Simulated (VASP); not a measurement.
# ZnSnN2 (R-3m) in VASP: notebook, part 2 of 2

VASP 6.6.1. The steps go on from the part before.

### 5 Single point, PBE

This run uses another cell than the first one, of 11.19 Å³/atom, 1.033 times its volume.

Contents of INCAR:

```
PREC = Accurate
ENCUT = 520
EDIFF = 1E-6
ISMEAR = -1
SIGMA = 0.02
LREAL = F
LASPH = T
NELM = 60
ALGO = Normal
ISIF = 2
LWAVE = F
LCHARG = F
GGA = PE
NBANDS = 26
```

Contents of KPOINTS:

```
Automatic mesh
0
Gamma
  10 10 10
```

Contents of POSCAR:

```
ZnSnN2
1.0
    1.5836871949      0.9143422282      5.1498172099
   -1.5836871949      0.9143422282      5.1498172099
    0.0000000000     -1.8286844567      5.1498172098
Zn Sn N
1 1 2
Direct
    1.0000000000      0.0000000000      0.0000000000
    0.5000000000      0.5000000000      0.5000000000
    0.2464698245      0.2464698245      0.2464698245
    0.7535301755      0.7535301755      0.7535301755
```

Potentials or basis: VASP PAW PBE potentials, release 64 (Zn, Sn_d, N).

Command:

```console
cat potpaw_PBE.64/Zn/POTCAR potpaw_PBE.64/Sn_d/POTCAR potpaw_PBE.64/N/POTCAR > POTCAR
mpirun -np 1 vasp_std > vasp.out
```

OUTCAR:

```text
PREC = Accurate
   ENCUT = 520
   EDIFF = 1E-6
   ISMEAR = -1
   LREAL = F
   LASPH = T
   NELM = 60
   ISIF = 2
   GGA = PE

 ion  position               nearest neighbor table
   1  0.000  0.000  0.000-   4 2.27   3 2.27   4 2.27   4 2.27   3 2.27   3 2.27   2 3.16   2 3.16
                             2 3.16   2 3.16   2 3.16   2 3.16
   2  0.500  0.500  0.500-   3 2.21   4 2.21   3 2.21   3 2.21   4 2.21   4 2.21   1 3.16   1 3.16
                             1 3.16   1 3.16   1 3.16   1 3.16
   3  0.246  0.246  0.246-   2 2.21   2 2.21   2 2.21   1 2.27   1 2.27   1 2.27
   4  0.754  0.754  0.754-   2 2.21   2 2.21   2 2.21   1 2.27   1 2.27   1 2.27

  LATTYP: Found a trigonal (rhomboedric) cell.
 ALAT       =     5.4648608525
 COS(alpha) =     0.8320381732

  Lattice vectors:

 A1 = (   1.5836871949,   0.9143422282,   5.1498172099)
 A2 = (  -1.5836871949,   0.9143422282,   5.1498172099)
 A3 = (   0.0000000000,  -1.8286844567,   5.1498172098)

Analysis of symmetry for initial positions (statically):
=====================================================================
 Subroutine PRICEL returns:
 Original cell was already a primitive cell.

 Routine SETGRP: Setting up the symmetry group for a
 trigonal (rhombohedral) supercell.

 Subroutine GETGRP returns: Found 12 space group operations
 (whereof 12 operations were pure point group operations)
 out of a pool of 12 trial point group operations.

The static configuration has the point symmetry D_3d.

Analysis of symmetry for dynamics (positions and initial velocities):
=====================================================================
 Subroutine PRICEL returns:
 Original cell was already a primitive cell.

 Routine SETGRP: Setting up the symmetry group for a
 trigonal (rhombohedral) supercell.

 Subroutine GETGRP returns: Found 12 space group operations
 (whereof 12 operations were pure point group operations)
 out of a pool of 12 trial point group operations.

[... 116 lines left out ...]
   NUPDOWN=      -1.0000    fix difference up-down
   EMIN   =  10.00;   EMAX   =-10.00  energy-range for DOS
   EFERMI =   0.00;   METHOD = LEGACY
   ISMEAR =    -1;   SIGMA  =   0.02  broadening in eV -4-tet -1-fermi 0-gaus
   EFERMI_NEDOS =   21; number of points for ismear=-14 and -15
   IALGO  =     38    algorithm
   IMIX   =      4    mixing-type and parameters
     AMIX     =   0.40;   BMIX     =  1.00
     AMIX_MAG =   1.60;   BMIX_MAG =  1.00
  volume/ion in A,a.u.               =      11.19        75.48
  Fermi-wavevector in a.u.,A,eV,Ry     =   1.522656  2.877403 31.544870  2.318483
  Thomas-Fermi vector in A             =   2.631206
   LORBIT       =      0    0 simple, 1 ext, 2 COOP (PROOUT), +10 PAW based schemes
   GGA     = PE    functional components
   LHFCALC =     F    Hartree Fock is set to
   AEXX    =    0.0000 exact exchange contribution
   IVDW    =     0    specifies the selected vdW correction
   LEPSILON=     F    determine dielectric tensor
   LRPA    =     F    only Hartree local field effects (RPA)
 non-spin polarized calculation
  energy-cutoff  :      520.00
  volume of cell :       44.74
 maximum number of plane-waves:      1226
 NGX is ok and might be reduce to    42
   NGX = 21   NGY = 21   NGZ = 21

 number of electron      35.9999994 magnetization

 Free energy of the ion-electron system (eV)
  ---------------------------------------------------
  ext. energy  EPLUGINS =         0.00000000
  ---------------------------------------------------
  free energy    TOTEN  =       -20.30723515 eV

  energy without entropy =      -20.30723515  energy(sigma->0) =      -20.30723515

 E-fermi :   8.0129     XC(G=0): -12.3423

 val. band max:        7.6237046775   @ k =  -0.2000   0.2000   0.0000
 cond. band min:       8.3582855532   @ k =   0.0000   0.0000   0.0000
 fundamental gap:      0.7345808757
 Fermi energy:         8.0128754494

 k-point     1 :       0.0000    0.0000    0.0000
  band No.  band energies     occupation
      1     -13.4259      2.00000
      2     -13.4257      2.00000
      3     -13.4257      2.00000
      4     -13.2341      2.00000
      5     -13.2341      2.00000
      6      -9.0419      2.00000
[... 685 lines left out ...]
     25      17.5495      0.00000
     26      19.2783      0.00000

 [... further k-points ...]
[... 5 lines left out ...]
  --------------------------------------------------------------------------------------
  -------------------------------------------------------------------------------------
  Total        1.9459697      1.9459697      1.9018981      0.0000000      0.0000000      0.0000000
  in kB       69.6827718     69.6827718     68.1046197      0.0000000      0.0000000      0.0000000
  external PRESSURE =      69.1567211 kB  Pullay stress =       0.0000000 kB

 VOLUME and BASIS-vectors are now :
 -----------------------------------------------------------------------------
  energy-cutoff  :      520.00
  volume of cell :       44.74
      direct lattice vectors                 reciprocal lattice vectors
     1.583687195  0.914342228  5.149817210     0.315718913  0.182280400  0.064727216
    -1.583687195  0.914342228  5.149817210    -0.315718913  0.182280400  0.064727216
     0.000000000 -1.828684457  5.149817210     0.000000000 -0.364560799  0.064727216

 POSITION                                       TOTAL-FORCE (eV/Angst)
 -----------------------------------------------------------------------------------
      0.00000      0.00000      0.00000         0.000000     -0.000000      0.000000
      0.00000     -0.00000      7.72473        -0.000000     -0.000000      0.000000
      0.00000     -0.00000      3.80782         0.000000     -0.000000      0.186841
      0.00000     -0.00000     11.64163         0.000000      0.000000     -0.186841
 -----------------------------------------------------------------------------------
    total drift:                                0.000000      0.000000      0.000000

  FREE ENERGIE OF THE ION-ELECTRON SYSTEM (eV)
  ---------------------------------------------------
  free  energy   TOTEN  =       -20.3072351453 eV

  energy  without entropy=      -20.3072351453  energy(sigma->0) =      -20.30723515
```

OSZICAR:

```text
N       E                     dE             d eps       ncg     rms          rms(c)
DAV:   1     0.308838213637E+03    0.30884E+03   -0.18242E+04  6336   0.227E+03
DAV:   2     0.137880067406E+02   -0.29505E+03   -0.28020E+03  6320   0.476E+02
DAV:   3    -0.228506003969E+02   -0.36639E+02   -0.36001E+02  6926   0.153E+02
DAV:   4    -0.240504193272E+02   -0.11998E+01   -0.11932E+01  7064   0.290E+01
DAV:   5    -0.240688502469E+02   -0.18431E-01   -0.18426E-01  7074   0.380E+00    0.119E+01
DAV:   6    -0.201812049416E+02    0.38876E+01   -0.75992E+00  9870   0.697E+01    0.641E+00
DAV:   7    -0.203506156452E+02   -0.16941E+00   -0.26373E+00  6242   0.127E+01    0.370E+00
DAV:   8    -0.203234300866E+02    0.27186E-01   -0.21065E-01  8386   0.408E+00    0.115E+00
DAV:   9    -0.203072035960E+02    0.16226E-01   -0.36098E-02  8928   0.225E+00    0.271E-01
DAV:  10    -0.203071414427E+02    0.62153E-04   -0.67715E-03  6936   0.612E-01    0.144E-01
DAV:  11    -0.203072475721E+02   -0.10613E-03   -0.50931E-04  6604   0.210E-01    0.264E-02
DAV:  12    -0.203072350616E+02    0.12511E-04   -0.10058E-04  8892   0.137E-01    0.169E-02
DAV:  13    -0.203072356103E+02   -0.54879E-06   -0.12102E-05  6694   0.375E-02    0.973E-03
DAV:  14    -0.203072351453E+02    0.46500E-06   -0.36717E-06  6410   0.199E-02
   1 F= -.20307235E+02 E0= -.20307235E+02  d E =-.620256E-10
```

stdout:

```text
POSCAR found type information on POSCAR ZnSnN
 POSCAR found :  3 types and       4 ions
 scaLAPACK will be used
 LDA part: xc-table for (Slater+PW92), standard interpolation
 POSCAR, INCAR and KPOINTS ok, starting setup
 FFT: planning ... GRIDC
 FFT: planning ... GRID_SOFT
 FFT: planning ... GRID
 WAVECAR not read
 entering main loop
```

Run time: 3.8 min. Hardware: 1 thread of Intel Xeon 6975P-C (Granite Rapids), shared host; peak memory 0.34 GiB.

What came out:

```
Free energy            : -20.3072 eV
Pressure               : 6.9 GPa
Largest force          : 0.187 eV/Å
Band gap on the k mesh : 0.73 eV, indirect (least direct gap 0.84 eV)
```

Forces in eV/Å, atoms in the order of the input:
```
Zn   0.000  0.000  0.000
Sn   0.000  0.000  0.000
N    0.000  0.000  0.187
N    0.000  0.000 -0.187
```

Stress tensor (GPa, compression positive):
```
6.97 0.00 0.00
0.00 6.97 0.00
0.00 0.00 6.81
```

Caveat: spin-orbit coupling is left out, which moves the levels of the heavy elements.

### 6 Single point, LDA

This run uses another cell than the first one, of 11.19 Å³/atom, 1.033 times its volume.

Contents of INCAR:

```
PREC = Accurate ; ENCUT = 520
EDIFF = 1E-7 ; ISMEAR = 0
SIGMA = 0.01 ; LREAL = False
LASPH = True ; NELM = 80
ALGO = Normal ; ISIF = 2
LWAVE = False ; LCHARG = False
NBANDS = 26
```

KPOINTS is that of step 5.

POSCAR is that of step 5.

Potentials or basis: VASP PAW LDA potentials, release 64 (Zn, Sn_d, N).

Command:

```console
cat potpaw_LDA.64/Zn/POTCAR potpaw_LDA.64/Sn_d/POTCAR potpaw_LDA.64/N/POTCAR > POTCAR
mpirun -np 1 vasp_std > vasp.out
```

Run time: 4.4 min. Hardware: 1 thread of Intel Xeon 6975P-C (Granite Rapids), shared host; peak memory 0.31 GiB.

Results (log left out):

```yaml
Free_energy: -23.8737 eV
Pressure: -4.9 GPa
Largest_force: 0.114 eV/Å
Band_gap_on_the_k_mesh: 0.63 eV, indirect (least direct gap 0.71 eV)
```

Forces in eV/Å, atoms in the order of the input:
```
Zn   0.000  0.000  0.000
Sn   0.000  0.000  0.000
N    0.000  0.000  0.114
N    0.000  0.000 -0.114
```

Stress tensor (GPa, compression positive):
```
-4.80  0.00  0.00
 0.00 -4.80  0.00
 0.00  0.00 -4.97
```

Levels at points of the mesh, in eV from the valence-band top:
```csv
k point,band 16,band 17,band 18,band 19,band 20,band 21
"(0.00, 0.00, 0.00)",-0.84,-0.19,-0.19,0.78,3.42,8.01
"(0.50, 0.00, 0.00)",-2.65,-2.18,-1.35,2.97,4.05,6.86
"(0.50, 0.50, 0.00)",-2.88,-0.12,-0.08,0.63,3.61,7.51
"(0.50, 0.50, 0.50)",-0.67,-0.59,-0.59,3.14,3.79,7.60
```

Caveat: spin-orbit coupling is left out, which moves the levels of the heavy elements.

### 7 Single point, PBE

This run uses another cell than the first one, of 11.58 Å³/atom, 1.069 times its volume.

Contents of INCAR:

```
ALGO = Normal
EDIFF = 1E-7
ENCUT = 520
GGA = PE
ISIF = 2
ISMEAR = -1
LASPH = True
LCHARG = True
LELF = True
LREAL = False
LVHAR = True
LWAVE = False
NBANDS = 26
NELM = 60
PREC = Accurate
SIGMA = 0.02
```

Contents of KPOINTS:

```
k-points
0
Gamma
  10 10 10
```

Contents of POSCAR:

```
ZnSnN2
1.0
    1.6014826996      0.9246164677      5.2124880738
   -1.6014826996      0.9246164677      5.2124880738
    0.0000000000     -1.8492329355      5.2124880737
Zn Sn N
1 1 2
Direct
    1.0000000000      0.0000000000      0.0000000000
    0.5000000000      0.5000000000      0.5000000000
    0.2465694024      0.2465694024      0.2465694024
    0.7534305976      0.7534305976      0.7534305976
```

Potentials or basis: VASP PAW PBE potentials, release 64 (Zn, Sn_d, N).

Command:

```console
cat potpaw_PBE.64/Zn/POTCAR potpaw_PBE.64/Sn_d/POTCAR potpaw_PBE.64/N/POTCAR > POTCAR
mpirun -np 1 vasp_std > vasp.out
```

Run time: 4.5 min. Hardware: 1 thread of Intel Xeon 6975P-C (Granite Rapids), shared host; peak memory 0.33 GiB.

It converged, with:

| Quantity | Value |
| --- | --- |
| Free energy | -20.3434 eV |
| Pressure | 0.4 GPa |
| Band gap on the k mesh | 0.45 eV, indirect (least direct gap 0.64 eV) |

Forces in eV/Å, atoms in the order of the input:
```
Zn   0.000  0.000  0.000
Sn   0.000  0.000  0.000
N    0.000  0.000 -0.003
N    0.000  0.000  0.003
```

Levels at points of the mesh, in eV from the valence-band top:
| k point | band 16 | band 17 | band 18 | band 19 | band 20 | band 21 |
| --- | --- | --- | --- | --- | --- | --- |
| (0.00, 0.00, 0.00) | -0.75 | -0.19 | -0.19 | 0.45 | 3.38 | 7.80 |
| (0.50, 0.00, 0.00) | -2.55 | -2.06 | -1.27 | 2.91 | 4.03 | 6.80 |
| (0.50, 0.50, 0.00) | -2.72 | -0.12 | -0.08 | 0.61 | 3.58 | 7.46 |
| (0.50, 0.50, 0.50) | -0.61 | -0.55 | -0.55 | 2.95 | 3.60 | 7.58 |

Caveat: spin-orbit coupling is left out, which moves the levels of the heavy elements. A k mesh can miss the band edges.

### 8 The runs side by side

| level | potentials or basis | cell | k mesh | smearing | gap on the mesh (eV) | pressure (GPa) | largest force (eV/Å) |
| --- | --- | --- | --- | --- | --- | --- | --- |
| LDA | VASP PAW LDA potentials, release 64 (Zn, Sn_d, N) | a = 5.394 Å, angles 33.8°, 4 atoms | 8 × 8 × 8 | fermi-dirac 0.02 eV | 0.73 | 0.8 | - |
| PBEsol | VASP PAW PBE potentials, release 64 (Zn, Sn_d, N) | a = 5.451 Å, angles 33.8°, 4 atoms | 8 × 8 × 8 | fermi-dirac 0.02 eV | 0.69 | 0.5 | 0.01 |
| r2SCAN | VASP PAW PBE potentials, release 64 (Zn, Sn_d, N) | a = 5.465 Å, angles 33.7°, 4 atoms | 8 × 8 × 8 | fermi-dirac 0.02 eV | 1.24 | 0.8 | 0.01 |
| PBE | VASP PAW PBE potentials, release 64 (Zn, Sn_d, N) | a = 5.465 Å, angles 33.7°, 4 atoms | 10 × 10 × 10 | fermi-dirac 0.02 eV | 0.73 | 6.9 | 0.19 |
| LDA | VASP PAW LDA potentials, release 64 (Zn, Sn_d, N) | a = 5.465 Å, angles 33.7°, 4 atoms | 10 × 10 × 10 | gaussian 0.01 eV | 0.63 | -4.9 | 0.11 |
| PBE | VASP PAW PBE potentials, release 64 (Zn, Sn_d, N) | a = 5.531 Å, angles 33.7°, 4 atoms | 10 × 10 × 10 | fermi-dirac 0.02 eV | 0.45 | 0.4 | - |

Alike in all rows: task single point; no spin polarisation; cutoff (eV) 520.

Caveats: spin-orbit coupling is left out, which moves the levels of the heavy elements; the PAW data sets were made with another functional, which shifts forces and pressure a little (some runs).

Total energies depend on the potentials used, so only differences within one code and one set of settings carry meaning.
